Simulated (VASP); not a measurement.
Crystal: MgS (Niningerite).

```xyz
2
Lattice="0.0000 2.5842 2.5842 2.5842 0.0000 2.5842 2.5842 2.5842 0.0000" Properties=species:S:1:pos:R:3 pbc="T T T"
S     2.5842    2.5842    2.5842
Mg    0.0000    0.0000    0.0000
```

Base run:

```yaml
Program: VASP 6.6.1
Functional: PBE
Potentials_or_basis: VASP PAW PBE potentials, release 64 (S, Mg)
Cutoff: 520 eV
k_mesh: 9 × 9 × 9
Occupations: fermi-dirac, width 0.05 eV
Spin: no spin polarisation
```

Its results: band gap on the k mesh 2.95 eV, indirect (least direct gap 3.87 eV); pressure 2.5 GPa.

**Question.** After a change of settings the same cell gave: band gap on the k mesh 2.88 eV, indirect (least direct gap 3.75 eV); pressure 0.4 GPa. Which change was it?
A. functional from PBE to LDA; potentials or basis from VASP PAW PBE potentials, release 64 (S, Mg) to VASP PAW LDA potentials, release 64 (S, Mg)
B. functional from PBE to PBEsol
C. functional from PBE to r2SCAN

**Answer.** B.

PBEsol binds more tightly than PBE, so the same cell stands under less pressure.

Caveats: the PAW data sets were made with another functional, which shifts forces and pressure a little (some runs).
